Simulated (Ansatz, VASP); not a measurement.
Te2Mo in VASP and in Ansatz

The input INCAR:

```
SYSTEM = Te2Mo
PREC = Accurate
ENCUT = 520
EDIFF = 1E-6
ISMEAR = 1
SIGMA = 0.1
LREAL = .FALSE.
LASPH = .TRUE.
NELM = 100
ALGO = Normal
ISIF = 2
LWAVE = .FALSE.
LCHARG = .FALSE.
GGA = PS
NBANDS = 20
```

File KPOINTS:

```
Automatic mesh
0
G
  6 6 2
  0 0 0
```

Contents of POSCAR:

```
Te2Mo
1.0
    3.5123778049     -0.0036628779     -0.0098666081
   -1.7593611163      3.0430177597     -0.0019265770
   -0.0487499870     -0.0391144483     17.4538206861
Te Mo
2 1
Direct
    0.3274993718      0.6524007007      0.8975147300
    0.3369064465      0.6583765422      0.1030216352
   -0.0007843745     -0.0113106673      0.0002846114
```

Input for Ansatz:

```yaml
crystal:
  lattice:
    - [3.512377804871872, -0.003662877865549415, -0.009866608065932439]
    - [-1.7593611162722265, 3.0430177596588024, -0.0019265769574442647]
    - [-0.04874998703564048, -0.039114448337021566, 17.453820686094172]
  atoms:
    - { symbol: Te, position: [0.3274993718151051, 0.652400700739888, 0.8975147299727743] }
    - { symbol: Te, position: [0.3369064464513088, 0.6583765422155314, 0.10302163524269616] }
    - { symbol: Mo, position: [-0.0007843745124168758, -0.011310667334007114, 0.000284611441159903] }
basis:
  ecutwfc: 550.0
kpoints:
  mp_grid:
    grid: [6, 6, 2]
hamiltonian:
  xc: pbesol
  pseudopotentials:
    kind: paw
scf:
  occupations:
    method: cold
    width: 0.1
output:
  forces: true
  stress: true
```

Alike in both runs: task single point; functional PBEsol; k mesh 6 × 6 × 2; no spin polarisation.

|  | VASP | Ansatz |
| --- | --- | --- |
| version | VASP 6.6.1 | Ansatz 0.2.0 |
| potentials or method | VASP PAW PBE potentials, release 64 (Te, Mo_sv), cutoff 520 eV | plane waves, PAW |
| occupations | methfessel-paxton of order 1, width 0.1 eV | cold, width 0.1 eV |
| valence electrons in the cell | 26 | 46 |

Ansatz gave:

```
rms of the force components (eV/Å) : 0.015
```

Task: Estimate VASP's values.

Result: rms of the force components (eV/Å): 0.030.

VASP's potentials were made for PBE, not for PBEsol. Atom by atom the forces differ by 0.015 eV/Å (rms over components). VASP's potentials hold 26 valence electrons a cell and Ansatz's 46, so a difference there can come from the potentials and not from the codes.

Neither program's run includes spin-orbit coupling.
